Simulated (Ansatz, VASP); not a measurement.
## Two plane-wave programs on GdRe

File INCAR:

```
SYSTEM = GdRe
ALGO = Normal
EDIFF = 1E-6
ENCUT = 520
GGA = PE
ISIF = 2
ISMEAR = 0
ISPIN = 2
LASPH = .TRUE.
LCHARG = .FALSE.
LDAU = .TRUE.
LDAUJ = 0 0
LDAUL = 3 -1
LDAUPRINT = 1
LDAUTYPE = 2
LDAUU = 6 0
LMAXMIX = 6
LORBIT = 11
LREAL = .FALSE.
LWAVE = .FALSE.
MAGMOM = 7.78 -0.25
NBANDS = 24
NELM = 150
PREC = Accurate
SIGMA = 0.05
```

KPOINTS

```
k-points
0
G
  8 8 8
  0 0 0
```

The input POSCAR:

```
GdRe
1.0
    3.4283903206      0.0000000000      0.0000000000
    0.0000000000      3.4283903206      0.0000000000
    0.0000000000      0.0000000000      3.4283903206
Gd Re
1 1
Direct
    0.0000000000      0.0000000000      0.0000000000
    0.5000000000      0.5000000000      0.5000000000
```

Input for Ansatz:

```yaml
crystal:
  lattice:
    - [3.4283903206, 0.0, 0.0]
    - [0.0, 3.4283903206, 0.0]
    - [0.0, 0.0, 3.4283903206]
  atoms:
    - { symbol: Gd, position: [0.0, 0.0, 0.0], spin: 7.79 }
    - { symbol: Re, position: [0.5, 0.5, 0.5] }
basis:
  ecutwfc: 420
  ecutrho_ratio: 4
kpoints:
  mp_grid: { grid: [8, 8, 8] }
hamiltonian:
  xc: pbe
  hubbard:
    sites:
      - { species: Gd, l: f, u_eff: 6.0, starting_ns: start.occupation_matrices }
    ns_hold: { iters: 6 }
scf:
  occupations: { method: gaussian, width: 0.05 }
  lower_state_search: "off"
output:
  forces: true
  stress: true
  eigenvalues: true
  populations: true
  hubbard: { sites: [{ species: Gd, l: f }] }
magnetization:
  spin_polarized: true
```

Alike in both runs: task single point; functional PBE; k mesh 8 × 8 × 8; occupations gaussian, width 0.05 eV; collinear spin; Hubbard terms Gd f U = 6.0 eV.

|  | VASP | Ansatz |
| --- | --- | --- |
| version | VASP 6.6.1 | Ansatz 0.2.0 |
| potentials or method | VASP PAW PBE potentials, release 64 (Gd, Re), cutoff 520 eV | scalar-relativistic, plane waves, PAW |
| valence electrons in the cell | 25 | 33 |

```tsv
	VASP	Ansatz	Ansatz less VASP
gap on the k mesh at the Fermi level (eV)	none	none	-
pressure (GPa)	5.2	4.9	-0.22
net moment per atom (μB)	3.51	3.49	-0.019
size of the moment on the site where the two differ most (μB)	6.92	7.07	+0.156
```

Site moments also hang on the region over which each program counts them. The programs project onto different local orbitals, so the same U acts differently, and such runs can settle in different states. A gap of «none» marks a metal or a gap that the smearing closes. VASP's potentials hold 25 valence electrons a cell and Ansatz's 33, so a difference there can come from the potentials and not from the codes. Ansatz's warnings: filled band counts differ across k points.

Spin-orbit coupling is off throughout.
